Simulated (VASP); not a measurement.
Here is a VASP 6.6.1 calculation.

Contents of INCAR:

```
SYSTEM = NbSi
PREC = Accurate
ENCUT = 520
EDIFF = 1E-7
ISMEAR = -1
SIGMA = 0.05
LREAL = .FALSE.
LASPH = .TRUE.
NELM = 60
ALGO = Normal
ISIF = 2
LWAVE = .FALSE.
LCHARG = .FALSE.
GGA = PE
NBANDS = 16
```

KPOINTS

```
Automatic mesh
0
G
  14 14 14
  0 0 0
```

POSCAR

```
NbSi
1.0
    0.0000000000      2.5736511627      2.5736511627
    2.5736511627      0.0000000000      2.5736511627
    2.5736511627      2.5736511627      0.0000000000
Nb Si
1 1
Direct
    0.0000000000      0.0000000000      0.0000000000
    0.5000000000      0.5000000000      0.5000000000
```

Potentials or basis: VASP PAW PBE potentials, release 64 (Nb_sv, Si).

Command:

```bash
$ cat potpaw_PBE.64/Nb_sv/POTCAR potpaw_PBE.64/Si/POTCAR > POTCAR
$ mpirun -np 1 vasp_std > vasp.out
```

Question: Predict the band gap on the k mesh.

Answer: Zero (an odd number of electrons rules out a gap without spin polarisation).

Question: Predict the pressure.

Answer: -0.2 GPa.
